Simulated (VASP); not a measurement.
A run of VASP 6.6.1 is set up as follows.

The input INCAR:

```
PREC = Accurate
ENCUT = 520
EDIFF = 1E-7
ISMEAR = 0
SIGMA = 0.15
LREAL = F
LASPH = T
NELM = 150
ALGO = Normal
ISIF = 2
LWAVE = F
LCHARG = F
ISPIN = 2
MAGMOM = 0.3
LORBIT = 11
NUPDOWN = 0.3
LMAXMIX = 4
GGA = PE
NBANDS = 16
```

KPOINTS

```
Automatic mesh
0
Gamma
  22 22 22
```

File POSCAR:

```
Ti
1.0
   -1.5509532811      1.5509532811      1.5509532811
    1.5509532811     -1.5509532811      1.5509532811
    1.5509532811      1.5509532811     -1.5509532811
Ti
1
Direct
    0.0000000000      0.0000000000      0.0000000000
```

Potentials or basis: VASP PAW PBE potentials, release 64 (Ti_sv).

Run with:

```bash
$ cat potpaw_PBE.64/Ti_sv/POTCAR > POTCAR
$ mpirun -np 1 vasp_std > vasp.out
```

Predict the pressure.

19.5 GPa.

Caveat: the cell stands under pressure; the total moment is fixed, so each spin has its own Fermi level and the state may be an excited one.
